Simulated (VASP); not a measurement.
# ZrOF2 in VASP: notebook

Runs on ZrOF2. Level: PBE. Tasks: single point.

Program: VASP 6.6.1. These are calculated values, not measurements. Logs are shortened: lines on timing, memory, paths and dates and some standing lists are left out, and cuts for length are marked.

### 1 The cell of the first run

The typed cell holds 4 atoms: a = 3.986 Å, b = 3.986 Å, c = 3.801 Å, α = 90.00°, β = 90.00°, γ = 90.00°.

### 2 Single point, PBE

File INCAR:

```
SYSTEM = ZrOF2
PREC     = Accurate       ! precision mode
ENCUT    = 520            ! plane-wave cutoff, eV
EDIFF    = 1E-6           ! SCF threshold, eV
ISMEAR   = 0              ! smearing method
SIGMA    = 0.1            ! smearing width, eV
LREAL    = .False.        ! projectors in reciprocal space
LASPH    = .True.         ! aspherical terms in the spheres
NELM     = 80             ! most SCF steps
ALGO     = Normal         ! electronic algorithm
ISIF     = 2              ! what is computed and relaxed
LWAVE    = .False.        ! write WAVECAR
LCHARG   = .False.        ! write CHGCAR
GGA      = PE             ! functional
NBANDS   = 24             ! bands
```

File KPOINTS:

```
Automatic mesh
0
Gamma
  6 6 4
  0 0 0
```

File POSCAR:

```
ZrOF2
1.0
    3.9859582156      0.0000000000      0.0000000000
    0.0000000000      3.9859582156      0.0000000000
    0.0000000000      0.0000000000      3.8014662577
Zr O F
1 1 2
Direct
    0.5000000000      0.5000000000      0.5000000000
    0.0000000000      0.0000000000      0.0000000000
    0.5000000000      0.0000000000      0.5002028560
    0.0000000000      0.5000000000      0.4997971440
```

Potentials or basis: VASP PAW PBE potentials, release 64 (Zr_sv, O, F).

The run is started by

```sh
cat potpaw_PBE.64/Zr_sv/POTCAR potpaw_PBE.64/O/POTCAR potpaw_PBE.64/F/POTCAR > POTCAR
mpirun -np 1 vasp_std > vasp.out
```

OUTCAR:

```text
SYSTEM = ZrOF2
   PREC = Accurate
   ENCUT = 520
   EDIFF = 1E-6
   ISMEAR = 0
   LREAL = .False.
   LASPH = .True.
   NELM = 80
   ISIF = 2
   GGA = PE

 ion  position               nearest neighbor table
   1  0.500  0.500  0.500-   3 1.99   4 1.99   3 1.99   4 1.99
   2  0.000  0.000  0.000-
   3  0.500  0.000  0.500-   1 1.99   1 1.99
   4  0.000  0.500  0.500-   1 1.99   1 1.99

  LATTYP: Found a simple tetragonal cell.
 ALAT       =     3.9859582156
 C/A-ratio  =     0.9537145279

  Lattice vectors:

 A1 = (   3.9859582156,   0.0000000000,   0.0000000000)
 A2 = (   0.0000000000,   3.9859582156,   0.0000000000)
 A3 = (   0.0000000000,   0.0000000000,   3.8014662577)

Analysis of symmetry for initial positions (statically):
=====================================================================
 Subroutine PRICEL returns:
 Original cell was already a primitive cell.

 Routine SETGRP: Setting up the symmetry group for a
 simple tetragonal supercell.

 Subroutine GETGRP returns: Found  8 space group operations
 (whereof  8 operations were pure point group operations)
 out of a pool of 16 trial point group operations.

The static configuration has the point symmetry D_2d.

Analysis of symmetry for dynamics (positions and initial velocities):
=====================================================================
 Subroutine PRICEL returns:
 Original cell was already a primitive cell.

 Routine SETGRP: Setting up the symmetry group for a
 simple tetragonal supercell.

 Subroutine GETGRP returns: Found  8 space group operations
 (whereof  8 operations were pure point group operations)
 out of a pool of 16 trial point group operations.

The dynamic configuration has the point symmetry D_2d.

 Subroutine INISYM returns: Found  8 space group operations
 (whereof  8 operations are pure point group operations),
 and found     1 'primitive' translations

----------------------------------------------------------------------------------------

                                     Primitive cell

  volume of cell :      60.3972

  direct lattice vectors                    reciprocal lattice vectors
     3.985958216  0.000000000  0.000000000     0.250880703  0.000000000  0.000000000
     0.000000000  3.985958216  0.000000000     0.000000000  0.250880703  0.000000000
     0.000000000  0.000000000  3.801466258     0.000000000  0.000000000  0.263056393

  length of vectors
     3.985958216  3.985958216  3.801466258     0.250880703  0.250880703  0.263056393

  position of ions in fractional coordinates (direct lattice)
     0.500000000  0.500000000  0.500000000
     0.000000000  0.000000000  0.000000000
     0.500000000  0.000000000  0.500202856
     0.000000000  0.500000000  0.499797144

  ion indices of the primitive-cell ions
   primitive index   ion index
                 1           1
                 2           2
                 3           3
                 4           4

----------------------------------------------------------------------------------------

 KPOINTS: Automatic mesh

Automatic generation of k-mesh.
 Grid dimensions read from file:
 generate k-points for:    6    6    4

 Generating k-lattice:

  Cartesian coordinates                     Fractional coordinates (reciprocal lattice)
     0.041813451  0.000000000  0.000000000     0.166666667  0.000000000  0.000000000
     0.000000000  0.041813451  0.000000000     0.000000000  0.166666667  0.000000000
     0.000000000  0.000000000  0.065764098     0.000000000  0.000000000  0.250000000

  Length of vectors
     0.041813451  0.041813451  0.065764098

  Shift w.r.t. Gamma in fractional coordinates (k-lattice)
     0.000000000  0.000000000  0.000000000

 Subroutine IBZKPT returns following result:
 ===========================================

 Found     30 irreducible k-points:

 Following reciprocal coordinates:
            Coordinates               Weight
  0.000000  0.000000  0.000000      1.000000
  0.166667  0.000000  0.000000      4.000000
  0.333333  0.000000  0.000000      4.000000
  0.500000  0.000000  0.000000      2.000000
  0.166667  0.166667  0.000000      4.000000
  0.333333  0.166667  0.000000      8.000000
[... 16 lines left out ...]
  0.333333  0.000000  0.500000      4.000000
  0.500000  0.000000  0.500000      2.000000
 [... further k-points ...]
   k-points           NKPTS =     30   k-points in BZ     NKDIM =     30   number of bands    NBANDS=     24
   number of dos      NEDOS =    301   number of ions     NIONS =      4
   total plane-waves  NPLWV =  25200
   dimension x,y,z NGX =    30 NGY =   30 NGZ =   28
   dimension x,y,z NGXF=    60 NGYF=   60 NGZF=   56
   ions per type =               1   1   2
   NGX,Y,Z   is equivalent  to a cutoff of  12.51, 12.51, 12.24 a.u.
   NGXF,Y,Z  is equivalent  to a cutoff of  25.02, 25.02, 24.49 a.u.
 SYSTEM =  ZrOF2
   PREC   = accura    normal or accurate (medium, high low for compatibility)
   ISTART =      0    job   : 0-new  1-cont  2-samecut
   ICHARG =      2    charge: 1-file 2-atom 10-const
   ISPIN  =      1    spin polarized calculation?
   LNONCOLLINEAR =      F non collinear calculations
   LSORBIT =      F    spin-orbit coupling
   LASPH  =      T    aspherical Exc in radial PAW
   ENCUT  =  520.0 eV  38.22 Ry    6.18 a.u.   7.41  7.41  7.07*2*pi/ulx,y,z
   NELM   =     80;   NELMIN=  2; NELMDL= -5     # of ELM steps
   EDIFF  = 0.1E-05   stopping-criterion for ELM
   LREAL  =      F    real-space projection
   EDIFFG = 0.1E-04   stopping-criterion for IOM
   NSW    =      0    number of steps for IOM
   IBRION =     -1    ionic relax: 0-MD 1-quasi-New 2-CG
   NFREE  =      0    steps in history (QN), initial steepest desc. (CG)
   ISIF   =      2    stress and relaxation
   ISYM   =      2    0-nonsym 1-usesym 2-fastsym
   POTIM  = 0.5000    time-step for ionic-motion
   TEBEG  =    0.0;   TEEND  =   0.0 temperature during run
   PSTRESS=    0.0 pullay stress
   NELECT =      32.0000    total number of electrons
   NUPDOWN=      -1.0000    fix difference up-down
   EMIN   =  10.00;   EMAX   =-10.00  energy-range for DOS
   EFERMI =   0.00;   METHOD = LEGACY
   ISMEAR =     0;   SIGMA  =   0.10  broadening in eV -4-tet -1-fermi 0-gaus
   EFERMI_NEDOS =   21; number of points for ismear=-14 and -15
   IALGO  =     38    algorithm
   IMIX   =      4    mixing-type and parameters
     AMIX     =   0.40;   BMIX     =  1.00
     AMIX_MAG =   1.60;   BMIX_MAG =  1.00
  volume/ion in A,a.u.               =      15.10       101.90
  Fermi-wavevector in a.u.,A,eV,Ry     =   1.324705  2.503330 23.876105  1.754844
  Thomas-Fermi vector in A             =   2.454220
   LORBIT       =      0    0 simple, 1 ext, 2 COOP (PROOUT), +10 PAW based schemes
   GGA     = PE    functional components
   LHFCALC =     F    Hartree Fock is set to
   AEXX    =    0.0000 exact exchange contribution
   IVDW    =     0    specifies the selected vdW correction
   LEPSILON=     F    determine dielectric tensor
   LRPA    =     F    only Hartree local field effects (RPA)
 non-spin polarized calculation
 Gauss-broadening in eV      SIGMA  =   0.10
  energy-cutoff  :      520.00
  volume of cell :       60.40
 maximum number of plane-waves:      1663
 NGX is ok and might be reduce to    30
   NGX = 15   NGY = 15   NGZ = 15

 number of electron      31.9999974 magnetization

 Free energy of the ion-electron system (eV)
  ---------------------------------------------------
  ext. energy  EPLUGINS =         0.00000000
  ---------------------------------------------------
  free energy    TOTEN  =       -24.13523467 eV

  energy without entropy =      -24.11680181  energy(sigma->0) =      -24.12601824

 E-fermi :   3.6176     XC(G=0):  -9.6707

 val. band max:        3.6059697967   @ k =   0.3333   0.0000   0.0000
 cond. band min:       3.6390143972   @ k =   0.1667   0.1667   0.0000
 fundamental gap:      0.0330446006
 Fermi energy:         3.6175516861

 k-point     1 :       0.0000    0.0000    0.0000
  band No.  band energies     occupation
      1     -47.7567      2.00000
      2     -25.9066      2.00000
      3     -25.9066      2.00000
      4     -25.5332      2.00000
      5     -22.2466      2.00000
      6     -22.2305      2.00000
[... 16 lines left out ...]
     23      14.4739      0.00000
     24      14.4739      0.00000

 k-point     2 :       0.1667    0.0000    0.0000
  band No.  band energies     occupation
      1     -47.7543      2.00000
      2     -26.2006      2.00000
      3     -25.9043      2.00000
      4     -25.5309      2.00000
      5     -22.2361      2.00000
      6     -21.7469      2.00000
[... 16 lines left out ...]
     23      13.0728      0.00000
     24      14.2258      0.00000

 k-point     3 :       0.3333    0.0000    0.0000
  band No.  band energies     occupation
      1     -47.7495      2.00000
      2     -26.6580      2.00000
      3     -25.8998      2.00000
      4     -25.5263      2.00000
      5     -22.2315      2.00000
      6     -20.8610      2.00000
[... 16 lines left out ...]
     23      12.1472      0.00000
     24      13.7207      0.00000

 k-point     4 :       0.5000    0.0000    0.0000
  band No.  band energies     occupation
      1     -47.7470      2.00000
      2     -26.8474      2.00000
      3     -25.8975      2.00000
      4     -25.5240      2.00000
      5     -22.2291      2.00000
      6     -20.4361      2.00000
[... 16 lines left out ...]
     23      12.2523      0.00000
     24      13.4562      0.00000

 k-point     5 :       0.1667    0.1667    0.0000
  band No.  band energies     occupation
      1     -47.7519      2.00000
      2     -26.1987      2.00000
      3     -26.1978      2.00000
      4     -25.5286      2.00000
      5     -21.7530      2.00000
      6     -21.7370      2.00000
[... 451 lines left out ...]
 k-point    22 :       0.1667    0.0000    0.5000
  band No.  band energies     occupation
      1     -47.7502      2.00000
      2     -26.1935      2.00000
      3     -25.8985      2.00000
      4     -25.6044      2.00000
      5     -22.2234      2.00000
      6     -21.7351      2.00000
[... 16 lines left out ...]
     23      11.7017      0.00000
     24      15.8390      0.00000

 k-point    23 :       0.3333    0.0000    0.5000
  band No.  band energies     occupation
      1     -47.7454      2.00000
      2     -26.6494      2.00000
      3     -25.8941      2.00000
      4     -25.5991      2.00000
      5     -22.2198      2.00000
      6     -20.8520      2.00000
[... 16 lines left out ...]
     23      12.6474      0.00000
     24      14.8370      0.00000

 k-point    24 :       0.5000    0.0000    0.5000
  band No.  band energies     occupation
      1     -47.7430      2.00000
      2     -26.8383      2.00000
      3     -25.8918      2.00000
      4     -25.5965      2.00000
      5     -22.2182      2.00000
      6     -20.4284      2.00000
[... 16 lines left out ...]
     23      13.5150      0.00000
     24      14.2863      0.00000

 [... further k-points ...]
[... 5 lines left out ...]
  --------------------------------------------------------------------------------------
  -------------------------------------------------------------------------------------
  Total        0.2227533      0.2227533     -0.1235309      0.0000000      0.0000000      0.0000000
  in kB        5.9090547      5.9090547     -3.2769493      0.0000000      0.0000000      0.0000000
  external PRESSURE =       2.8470534 kB  Pullay stress =       0.0000000 kB

 VOLUME and BASIS-vectors are now :
 -----------------------------------------------------------------------------
  energy-cutoff  :      520.00
  volume of cell :       60.40
      direct lattice vectors                 reciprocal lattice vectors
     3.985958216  0.000000000  0.000000000     0.250880703  0.000000000  0.000000000
     0.000000000  3.985958216  0.000000000     0.000000000  0.250880703  0.000000000
     0.000000000  0.000000000  3.801466258     0.000000000  0.000000000  0.263056393

 POSITION                                       TOTAL-FORCE (eV/Angst)
 -----------------------------------------------------------------------------------
      1.99298      1.99298      1.90073         0.000000     -0.000000      0.000000
      0.00000      0.00000      0.00000        -0.000000      0.000000      0.000000
      1.99298      0.00000      1.90150        -0.000000      0.000000     -0.000773
      0.00000      1.99298      1.89996        -0.000000      0.000000      0.000773
 -----------------------------------------------------------------------------------
    total drift:                                0.000000      0.000000     -0.000000

  FREE ENERGIE OF THE ION-ELECTRON SYSTEM (eV)
  ---------------------------------------------------
  free  energy   TOTEN  =       -24.1352346742 eV

  energy  without entropy=      -24.1168018063  energy(sigma->0) =      -24.12601824
```

It took 37 s on 1 thread of Oxide Virtual Turin-like, shared host; peak memory 0.15 GiB.

What came out:

```yaml
Free_energy: -24.1352 eV
Pressure: 0.3 GPa
Band_gap_on_the_k_mesh: zero (band 16 reaches 3.64 eV, above the bottom of band 17 at 3.45 eV)
```

Caveat: the k points lie up to 0.41 Å⁻¹ apart.

### 3 Single point, PBE

This run uses another cell than the first one, of 15.05 Å³/atom, 0.997 times its volume.

File INCAR:

```
SYSTEM = ZrOF2
PREC = Accurate
ENCUT = 520
EDIFF = 1E-6
ISMEAR = 0
SIGMA = 0.1
LREAL = .FALSE.
LASPH = .TRUE.
NELM = 100
ALGO = Normal
ISIF = 2
LWAVE = .FALSE.
LCHARG = .FALSE.
GGA = PE
NBANDS = 24
```

File KPOINTS:

```
regular mesh
0
G
  12 12 12
  0 0 0
```

File POSCAR:

```
ZrOF2
1.0
    3.9904922615      0.0000000000      0.0000000000
    0.0000000000      3.9904922615      0.0000000000
    0.0000000000      0.0000000000      3.7806184685
Zr O F
1 1 2
Direct
    0.5000000000      0.5000000000      0.5000000000
    0.0000000000      0.0000000000      0.0000000000
    0.5000000000      0.0000000000      0.5000000000
    0.0000000000      0.5000000000      0.5000000000
```

Potentials or basis: VASP PAW PBE potentials, release 64 (Zr_sv, O, F).

The run is started by

```sh
cat potpaw_PBE.64/Zr_sv/POTCAR potpaw_PBE.64/O/POTCAR potpaw_PBE.64/F/POTCAR > POTCAR
mpirun -np 1 vasp_std > vasp.out
```

Wall time 3.3 min (1 thread of Oxide Virtual Turin-like, shared host); peak memory 0.34 GiB.

Results (log left out):

```yaml
Free_energy: -24.1472 eV
Pressure: 0.2 GPa
Band_gap_on_the_k_mesh: zero (band 16 reaches 3.64 eV, above the bottom of band 17 at 3.45 eV)
```

Stress tensor (GPa, compression positive):
```
 0.38  0.00  0.00
 0.00  0.38  0.00
 0.00  0.00 -0.27
```

Levels at points of the mesh, in eV from the Fermi level:
| k point | band 14 | band 15 | band 16 | band 17 | band 18 | band 19 |
| --- | --- | --- | --- | --- | --- | --- |
| (0.00, 0.00, 0.00) | -1.51 | -0.31 | -0.31 | 0.12 | 0.59 | 0.92 |
| (0.50, 0.00, 0.00) | -2.32 | -0.28 | -0.03 | 0.41 | 0.98 | 2.18 |
| (0.50, 0.50, 0.00) | -1.04 | -1.02 | -1.02 | -0.16 | 2.37 | 2.37 |
| (0.00, 0.00, 0.50) | -1.10 | -1.10 | -0.79 | 0.68 | 1.00 | 1.00 |
| (0.50, 0.00, 0.50) | -0.72 | -0.44 | -0.30 | 0.21 | 1.68 | 2.10 |
| (0.50, 0.50, 0.50) | -0.56 | -0.56 | -0.01 | 2.10 | 2.10 | 2.79 |

### 4 Single point, PBE

This run uses another cell than the first one, of 15.05 Å³/atom, 0.997 times its volume.

INCAR, as its differences from that of step 3:

```diff
@@ -4,3 +4,3 @@
 EDIFF = 1E-6
-ISMEAR = 0
+ISMEAR = 1
 SIGMA = 0.1
```

File KPOINTS:

```
Automatic mesh
0
G
  12 12 12
  0 0 0
```

POSCAR is that of step 3.

The run is started by

```sh
cat potpaw_PBE.64/Zr_sv/POTCAR potpaw_PBE.64/O/POTCAR potpaw_PBE.64/F/POTCAR > POTCAR
mpirun -np 1 vasp_std > vasp.out
```

Run time: 4.7 min. Hardware: 1 thread of Oxide Virtual Turin-like, shared host; peak memory 0.34 GiB.

Results (log left out):

```yaml
Free_energy: -24.1350 eV
Pressure: 0.1 GPa
Band_gap_on_the_k_mesh: zero (band 16 reaches 3.66 eV, above the bottom of band 17 at 3.46 eV)
```

Stress tensor (GPa, compression positive):
```
 0.24  0.00  0.00
 0.00  0.24  0.00
 0.00  0.00 -0.21
```

Levels at points of the mesh, in eV from the Fermi level:
| k point | band 12 | band 13 | band 14 | band 15 | band 16 | band 17 | band 18 | band 19 | band 20 | band 21 |
| --- | --- | --- | --- | --- | --- | --- | --- | --- | --- | --- |
| (0.00, 0.00, 0.00) | -6.35 | -6.24 | -1.51 | -0.30 | -0.30 | 0.15 | 0.60 | 0.92 | 0.92 | 3.62 |
| (0.50, 0.00, 0.00) | -6.41 | -6.39 | -2.32 | -0.27 | -0.01 | 0.42 | 0.98 | 2.19 | 2.44 | 4.85 |
| (0.50, 0.50, 0.00) | -6.91 | -5.61 | -1.04 | -1.01 | -1.01 | -0.14 | 2.37 | 2.37 | 3.20 | 8.06 |
| (0.00, 0.00, 0.50) | -6.29 | -6.29 | -1.10 | -1.10 | -0.77 | 0.69 | 1.01 | 1.01 | 2.10 | 3.59 |
| (0.50, 0.00, 0.50) | -6.77 | -6.61 | -0.71 | -0.43 | -0.28 | 0.21 | 1.69 | 2.11 | 2.28 | 4.77 |
| (0.50, 0.50, 0.50) | -7.36 | -5.60 | -0.55 | -0.55 | 0.01 | 2.10 | 2.10 | 2.79 | 3.29 | 3.83 |

### 5 Summary

| cell | k mesh | smearing | gap on the mesh (eV) | pressure (GPa) |
| --- | --- | --- | --- | --- |
| a = 3.986, b = 3.986, c = 3.801 Å, 4 atoms | 6 × 6 × 4 | gaussian 0.1 eV | none | 0.3 |
| a = 3.990, b = 3.990, c = 3.781 Å, 4 atoms | 12 × 12 × 12 | gaussian 0.1 eV | none | 0.2 |
| a = 3.990, b = 3.990, c = 3.781 Å, 4 atoms | 12 × 12 × 12 | methfessel-paxton 0.1 eV | none | 0.1 |

Alike in all rows: task single point; level PBE; potentials or basis VASP PAW PBE potentials, release 64 (Zr_sv, O, F); no spin polarisation; cutoff (eV) 520.

Caveats: some runs use coarse meshes.

Total energies depend on the potentials used, so only differences within one code and one set of settings carry meaning.
